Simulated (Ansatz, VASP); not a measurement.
**MoH3 in VASP and in Ansatz**

```
H Mo
1.0
     3.22611    0.00000    0.00000
    -1.61305    2.79389    0.00000
     0.00000    0.00000    2.68304
H Mo
3 1
Cartesian
  1.6131 0.0000 1.3415
  -0.8065 1.3969 1.3415
  0.8065 1.3969 1.3415
  0.0000 0.0000 0.0000
```

Alike in both runs: functional PBE; k mesh 5 × 5 × 3; occupations gaussian, width 0.15 eV; no spin polarisation.

Ansatz relaxed the structure, and its values are those at the end. VASP's run is a single point on that final structure, the one shown.

```csv
,VASP,Ansatz
version,VASP 6.6.1,Ansatz 0.2.0
potentials or method,"VASP PAW PBE potentials, release 64 (H, Mo_sv), cutoff 500 eV","scalar-relativistic, plane waves, PAW"
valence electrons in the cell,17,17
```

|  | VASP | Ansatz | Ansatz less VASP |
| --- | --- | --- | --- |
| gap on the k mesh at the Fermi level (eV) | none | none | - |
| pressure (GPa) | 0.0 | -0.1 | -0.04 |

A gap of «none» marks a metal or a gap that the smearing closes. With one functional, cell and mesh, what is left measures potentials, basis and numerics.

The k mesh is coarse, so the values compare programs but aren't converged.
